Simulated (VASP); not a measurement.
## Au: single point with PBE

The system is Au.

```xyz
1
Lattice="-2.0787 0.0000 2.0787 0.0000 2.0787 2.0787 -2.0787 2.0787 0.0000" Properties=species:S:1:pos:R:3 pbc="T T T"
Au    0.0000    0.0000    0.0000
```

```json
{
  "Program": "VASP 6.6.1",
  "Task": "single point",
  "Functional": "PBE",
  "Potentials or basis": "VASP PAW PBE potentials, release 64 (Au)",
  "Cutoff": "500 eV",
  "k mesh": "4 × 4 × 4",
  "Occupations": "fermi-dirac, width 0.1 eV",
  "Spin": "no spin polarisation"
}
```

```json
{
  "Pressure": "1.7 GPa"
}
```

Levels at points of the mesh, in eV from the Fermi level:
```csv
k point,band 2,band 3,band 4,band 5,band 6,band 7,band 8,band 9,band 10,band 11
"(0.00, 0.00, 0.00)",-5.07,-5.07,-5.07,-3.68,-3.68,13.94,17.64,17.64,17.64,22.37
"(0.50, 0.00, 0.00)",-5.10,-5.10,-2.59,-2.59,-1.36,2.15,13.38,16.09,16.09,23.50
"(0.50, 0.50, 0.00)",-6.95,-2.63,-2.30,-2.30,0.53,4.71,9.22,9.22,16.00,18.46
```

Run time: 6.7 s on 1 thread of AMD EPYC 7R13, with other jobs on the host, peak memory 0.11 GiB.

Caveat: the k points lie up to 0.65 Å⁻¹ apart; spin-orbit coupling is left out, which moves the levels of the heavy elements.
